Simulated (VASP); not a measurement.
Runs of VASP 6.6.1 on Ga2O3. The structure is that of space group C2/m (No. 12), or close to it. The cells are those of the table. 

```tsv
cell	gap on the mesh (eV)	pressure (GPa)	largest force (eV/Å)
a = 6.415, b = 6.415, c = 5.601 Å, angles 104.0, 104.0, 27.8°, 10 atoms	2.12	11.1	1.27
a = 6.415, b = 6.415, c = 6.155 Å, angles 102.7, 102.7, 27.8°, 10 atoms	1.50	-7.2	0.68
a = 6.576, b = 6.576, c = 5.886 Å, angles 103.6, 103.6, 27.8°, 10 atoms	1.46	-7.6	0.49
a = 6.255, b = 6.255, c = 6.147 Å, angles 102.4, 102.4, 27.8°, 10 atoms	(a)	(b)	1.37
```

Alike in all rows: task single point; level PBE; potentials or basis VASP PAW PBE potentials, release 64 (Ga_d, O); no spin polarisation; k mesh 10 × 10 × 6; cutoff (eV) 600; smearing gaussian 0.05 eV.

**Question.** Estimate the missing entries.

**Answer.** (a) 1.86; (b) 1.5.

Caveats: forces of over 1 eV/Å act on the atoms, so gaps and moduli don't describe the material at rest (at least some runs); the stress differs along the axes, from 4 to 23 GPa (at least some runs); the stress differs along the axes, from -16 to -2 GPa (at least some runs); the stress differs along the axes, from -11 to -3 GPa (at least some runs); the stress differs along the axes, from -13 to 11 GPa (at least some runs).

A k mesh can miss the band edges, and the runs leave out spin-orbit coupling on Ga.
